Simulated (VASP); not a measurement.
Runs of VASP 6.6.1 on ZnO. The structure is that of space group I-43d (No. 220), or close to it. The cells are those of the table. The cell was built from a structure type or drawn by symmetry, and may not be a known phase.

```csv
task,level,cell,k mesh,cutoff (eV),smearing,gap on the mesh (eV),pressure (GPa)
single point,PBE,"a = 5.686 Å, angles 109.5°, 12 atoms",4 × 4 × 4,520,gaussian 0.1 eV,0.43,1.2
relaxation of cell and atoms,PBE,"relaxed from a = 4.963 Å, angles 109.5°, 12 atoms",4 × 4 × 4,600,gaussian 0.1 eV,0.43,0.1
single point,PBE,"a = 4.963 Å, angles 109.5°, 12 atoms",4 × 4 × 4,520,gaussian 0.1 eV,1.39,141.5
single point,PBE,"a = 5.690 Å, angles 109.5°, 12 atoms",8 × 8 × 8,520,gaussian 0.02 eV,0.43,(b)
single point,r2SCAN,"a = 5.690 Å, angles 109.5°, 12 atoms",8 × 8 × 8,520,gaussian 0.02 eV,(a),-5.3
```

Alike in all rows: potentials or basis VASP PAW PBE potentials, release 64 (Zn, O); no spin polarisation.

Q: Estimate the missing entries.

A: (a) 0.88; (b) 0.9.

Caveats: the cell stands under pressure (at least some runs); the cell stands under tension (at least some runs); the PAW data sets were made with another functional, which shifts forces and pressure a little (at least some runs).

A k mesh can miss the band edges.
